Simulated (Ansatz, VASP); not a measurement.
Ti2BN3 in VASP and in Ansatz

INCAR

```
PREC = Accurate ; ENCUT = 600
EDIFF = 1E-7 ; ISMEAR = 0
SIGMA = 0.1 ; LREAL = F
LASPH = T ; NELM = 80
ALGO = Normal ; ISIF = 3
LWAVE = F ; LCHARG = F
GGA = PE ; IBRION = 2
NSW = 100 ; EDIFFG = -0.01
```

KPOINTS

```
regular mesh
0
Gamma
  12 12 12
```

POSCAR

```
Ti2BN3
1.0
    5.2830556281      0.0000000000      0.0000000000
   -2.6415278141      4.5752603836      0.0000000000
    0.0000000000      0.0000000000      3.3532306338
Ti B N
2 1 3
Direct
    0.3333333333      0.6666666667      0.5000000000
    0.6666666667      0.3333333333      0.5000000000
    0.0000000000      0.0000000000      0.5000000000
    0.7210435819      0.0000000000      0.5000000000
    0.0000000000      0.7210435819      0.5000000000
    0.2789564181      0.2789564181      0.5000000000
```

Input for Ansatz:

```yaml
crystal:
  lattice:
    - [5.2830556281, 0.0, 0.0]
    - [-2.6415278141, 4.5752603836, 0.0]
    - [0.0, 0.0, 3.3532306338]
  atoms:
    - { symbol: Ti, position: [0.3333333333, 0.6666666667, 0.5] }
    - { symbol: Ti, position: [0.6666666667, 0.3333333333, 0.5] }
    - { symbol: B, position: [0.0, 0.0, 0.5] }
    - { symbol: "N", position: [0.7210435819, 0.0, 0.5] }
    - { symbol: "N", position: [0.0, 0.7210435819, 0.5] }
    - { symbol: "N", position: [0.2789564181, 0.2789564181, 0.5] }
basis:
  ecutwfc: 420
kpoints:
  mp_grid: { grid: [12, 12, 12] }
hamiltonian:
  xc: pbe
scf:
  occupations: { method: gaussian, width: 0.1 }
output:
  forces: true
  stress: true
  eigenvalues: true
relax:
  adjacent_minimum: "off"
  f_tol: 0.01
  max_steps: 80
  cell: { stress_tol: 0.05 }
```

Alike in both runs: task relaxation of cell and atoms; functional PBE; k mesh 12 × 12 × 12; occupations gaussian, width 0.1 eV; no spin polarisation.

```csv
,VASP,Ansatz
version,VASP 6.6.1,Ansatz 0.2.0
potentials or method,"VASP PAW PBE potentials, release 64 (Ti_sv, B, N), cutoff 600 eV","scalar-relativistic, plane waves, PAW"
valence electrons in the cell,42,42
```

Ansatz gave:

```
gap on the k mesh at the Fermi level, each at its own relaxed structure (eV)  : none
relaxed volume (Å³/atom)                                                      : 13.53
relaxed length of the cell vector where the two differ most in proportion (Å) : 3.357
```

Question: Estimate VASP's values.

Answer: gap on the k mesh at the Fermi level, each at its own relaxed structure (eV): none; relaxed volume (Å³/atom): 13.52; relaxed length of the cell vector where the two differ most in proportion (Å): 3.353.

A gap of «none» marks a metal or a gap that the smearing closes.
